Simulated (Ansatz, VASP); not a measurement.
## Two plane-wave programs on V

INCAR

```
SYSTEM = V
  ALGO = Fast
  EDIFF = 1E-7
  ENCUT = 520
  GGA = PE
  ISIF = 2
  ISMEAR = 0
  LASPH = .True.
  LCHARG = .False.
  LREAL = .False.
  LWAVE = .False.
  NBANDS = 20
  NELM = 60
  PREC = Accurate
  SIGMA = 0.1
```

Contents of KPOINTS:

```
k-points
0
Gamma
  18 18 18
  0 0 0
```

The input POSCAR:

```
V
1.0
    2.9971751498      0.0000000000      0.0000000000
    0.0000000000      2.9971751498      0.0000000000
    0.0000000000      0.0000000000      2.9372316468
V
2
Direct
    0.0000000000      0.0000000000      0.0000000000
    0.5000000000      0.5000000000      0.5000000000
```

Input for Ansatz:

```yaml
crystal:
  lattice:
    - [2.9971751498, 0.0, 0.0]
    - [0.0, 2.9971751498, 0.0]
    - [0.0, 0.0, 2.9372316468]
  atoms:
    - { symbol: V, position: [0.0, 0.0, 0.0] }
    - { symbol: V, position: [0.5, 0.5, 0.5] }
basis:
  ecutwfc: 420
kpoints:
  mp_grid: { grid: [18, 18, 18] }
hamiltonian:
  xc: pbe
scf:
  occupations: { method: gaussian, width: 0.1 }
output:
  forces: true
  stress: true
  eigenvalues: true
```

Change from the starting cell: strain along c alone, the other axes held, atoms relaxed: -2.0 %.

Alike in both runs: task single point; functional PBE; k mesh 18 × 18 × 18; occupations gaussian, width 0.1 eV; no spin polarisation.

```csv
,VASP,Ansatz
version,VASP 6.6.1,Ansatz 0.2.0
potentials or method,"VASP PAW PBE potentials, release 64 (V_sv), cutoff 520 eV","scalar-relativistic, plane waves, PAW"
valence electrons in the cell,26,26
```

|  | VASP | Ansatz | Ansatz less VASP |
| --- | --- | --- | --- |
| gap on the k mesh at the Fermi level (eV) | none | none | - |
| pressure (GPa) | 4.2 | 3.8 | -0.42 |
| traceless stress, the component that is largest in VASP (GPa) | 1.85 | 1.86 | +0.004 |

A gap of «none» marks a metal or a gap that the smearing closes. The functional is the same, so the differences come from potentials, cutoffs and numerics.
